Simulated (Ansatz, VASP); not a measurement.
**Two plane-wave programs on SrC2**

```
Sr C
1.0
     2.41663    1.39524    2.49120
    -2.41663    1.39524    2.49120
     0.00000   -2.79049    2.49120
Sr C
1 2
Direct
  0.00000 0.00000 0.00000
  0.59156 0.59156 0.59156
  0.40844 0.40844 0.40844
```

Change from the starting cell: strain -0.040 along x and y, +0.080 along z, atoms carried along.

Alike in both runs: task single point; functional LDA; k mesh 9 × 9 × 9; occupations gaussian, width 0.05 eV; no spin polarisation.

|  | VASP | Ansatz |
| --- | --- | --- |
| version | VASP 6.6.1 | Ansatz 0.2.0 |
| potentials or method | VASP PAW LDA potentials, release 64 (Sr_sv, C), cutoff 520 eV | scalar-relativistic, plane waves, PAW |
| valence electrons in the cell | 18 | 18 |

```tsv
	VASP	Ansatz	Ansatz less VASP
gap on the k mesh at the Fermi level (eV)	1.32	1.35	+0.026
least direct gap on the mesh (eV)	1.90	1.92	+0.016
pressure (GPa)	-12.6	-13.0	-0.39
traceless stress, the component that is largest in VASP (GPa)	-19.65	-19.79	-0.136
rms of the force components (eV/Å)	2.634	2.671	+0.0370
```

LDA's correlation is that of Perdew and Zunger in VASP and of Perdew and Wang (1992) in Ansatz. Atom by atom the forces differ by 0.037 eV/Å (rms over components).
